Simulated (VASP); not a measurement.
A run of VASP 6.6.1:

Contents of INCAR:

```
PREC = Accurate ; ENCUT = 600
EDIFF = 1E-6 ; ISMEAR = -1
SIGMA = 0.05 ; LREAL = F
LASPH = T ; NELM = 100
ALGO = Normal ; ISIF = 3
LWAVE = F ; LCHARG = F
GGA = PS ; IBRION = 2
NSW = 80 ; EDIFFG = -0.01
```

Contents of KPOINTS:

```
regular mesh
0
Gamma
  6 6 6
```

File POSCAR:

```
HfC
1.0
    2.8600000000      0.0000000000      0.0000000000
    0.0000000000      2.8600000000      0.0000000000
    0.0000000000      0.0000000000      2.8600000000
Hf C
1 1
Direct
    0.0000000000      0.0000000000      0.0000000000
    0.5000000000      0.5000000000      0.5000000000
```

Potentials or basis: VASP PAW PBE potentials, release 64 (Hf_pv, C).

The run is started by

```sh
$ cat potpaw_PBE.64/Hf_pv/POTCAR potpaw_PBE.64/C/POTCAR > POTCAR
$ mpirun -np 1 vasp_std > vasp.out
```

Hardware: 1 thread of Intel Xeon 8259CL (shared host).

Estimate the wall time of this run.

It took 18 s on 1 thread of Intel Xeon 8259CL, with other jobs on the host, peak memory 0.15 GiB. Counts: scf iterations 26, k points 20, ion steps 3.
